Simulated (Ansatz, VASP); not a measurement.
**Two plane-wave programs on Sb2As**

Contents of INCAR:

```
ALGO = Normal
EDIFF = 1E-7
EDIFFG = -0.01
ENCUT = 600
GGA = PE
IBRION = 2
ISIF = 3
ISMEAR = 0
LASPH = T
LCHARG = F
LREAL = F
LWAVE = F
NELM = 80
NSW = 100
PREC = Accurate
SIGMA = 0.1
```

The input KPOINTS:

```
k-points
0
Gamma
  8 8 8
```

File POSCAR:

```
Sb2As
1.0
    0.0000000000      4.2579925424      4.2579925424
    4.2579925424      0.0000000000      4.2579925424
    4.2579925424      4.2579925424      0.0000000000
Sb As
4 2
Direct
    0.6250000000      0.6250000000      0.6250000000
    0.1250000000      0.6250000000      0.6250000000
    0.6250000000      0.6250000000      0.1250000000
    0.6250000000      0.1250000000      0.6250000000
    0.0000000000      0.0000000000      0.0000000000
    0.2500000000      0.2500000000      0.2500000000
```

Input for Ansatz:

```yaml
crystal:
  lattice:
    - [0.0, 4.2579925424, 4.2579925424]
    - [4.2579925424, 0.0, 4.2579925424]
    - [4.2579925424, 4.2579925424, 0.0]
  atoms:
    - { symbol: Sb, position: [0.625, 0.625, 0.625] }
    - { symbol: Sb, position: [0.125, 0.625, 0.625] }
    - { symbol: Sb, position: [0.625, 0.625, 0.125] }
    - { symbol: Sb, position: [0.625, 0.125, 0.625] }
    - { symbol: As, position: [0.0, 0.0, 0.0] }
    - { symbol: As, position: [0.25, 0.25, 0.25] }
basis:
  ecutwfc: 420
kpoints:
  mp_grid: { grid: [8, 8, 8] }
hamiltonian:
  xc: pbe
scf:
  occupations: { method: gaussian, width: 0.1 }
output:
  forces: true
  stress: true
  eigenvalues: true
relax:
  adjacent_minimum: "off"
  f_tol: 0.01
  max_steps: 80
  cell: { stress_tol: 0.05 }
```

Alike in both runs: task relaxation of cell and atoms; functional PBE; k mesh 8 × 8 × 8; occupations gaussian, width 0.1 eV; no spin polarisation.

|  | VASP | Ansatz |
| --- | --- | --- |
| version | VASP 6.6.1 | Ansatz 0.2.0 |
| potentials or method | VASP PAW PBE potentials, release 64 (Sb, As), cutoff 600 eV | scalar-relativistic, plane waves, PAW |
| valence electrons in the cell | 30 | 90 |

Ansatz gave:

| Property | Result |
| --- | --- |
| gap on the k mesh at the Fermi level, each at its own relaxed structure (eV) | none |
| relaxed volume (Å³/atom) | 27.06 |
| relaxed length of the cell vector where the two differ most in proportion (Å) | 6.123 |

Q: Estimate VASP's values.

A: gap on the k mesh at the Fermi level, each at its own relaxed structure (eV): none; relaxed volume (Å³/atom): 27.03; relaxed length of the cell vector where the two differ most in proportion (Å): 6.121.

A gap of «none» marks a metal or a gap that the smearing closes. VASP's potentials hold 30 valence electrons a cell and Ansatz's 90, so a difference there can come from the potentials and not from the codes.

Neither program's run includes spin-orbit coupling.
